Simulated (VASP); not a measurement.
Here is a VASP 6.6.1 calculation.

The input INCAR:

```
PREC = Accurate
ENCUT = 600
EDIFF = 1E-6
ISMEAR = -1
SIGMA = 0.08
LREAL = False
LASPH = True
NELM = 80
ALGO = Normal
ISIF = 3
LWAVE = False
LCHARG = False
GGA = PE
IBRION = 2
NSW = 32
EDIFFG = -0.005
PSTRESS = 220.0
```

The input KPOINTS:

```
regular mesh
0
Gamma
  13 13 13
```

File POSCAR:

```
PbS
1.0
    3.3710653474      0.0000000000      0.0000000000
    0.0000000000      3.3710653474      0.0000000000
    0.0000000000      0.0000000000      3.3710653474
Pb S
1 1
Direct
    0.0000000000      0.0000000000      0.0000000000
    0.5000000000      0.5000000000      0.5000000000
```

Potentials or basis: VASP PAW PBE potentials, release 64 (Pb_d, S).

The run is started by

```sh
$ cat potpaw_PBE.64/Pb_d/POTCAR potpaw_PBE.64/S/POTCAR > POTCAR
$ mpirun -np 1 vasp_std > vasp.out
```

**Question.** What does it give for the band gap on the k mesh?

**Answer.** Zero (bands 10 and 11 overlap by 1.37 eV).

Final structure:
```cif
data_structure
_symmetry_space_group_name_H-M 'P 1'
_symmetry_Int_Tables_number 1
_cell_length_a 3.3711
_cell_length_b 3.3711
_cell_length_c 3.3711
_cell_angle_alpha 90.000
_cell_angle_beta 90.000
_cell_angle_gamma 90.000
_cell_volume 38.31
loop_
_atom_site_label
_atom_site_type_symbol
_atom_site_fract_x
_atom_site_fract_y
_atom_site_fract_z
_atom_site_occupancy
Pb1 Pb 0.00000 0.00000 0.00000 1
S1 S 0.50000 0.50000 0.50000 1
```

Caveat: the relaxation stopped at its first step, so nothing moved; the cell is relaxed towards a set pressure, so the run minimises the enthalpy, not the energy; spin-orbit coupling is left out, which moves the levels of the heavy elements.
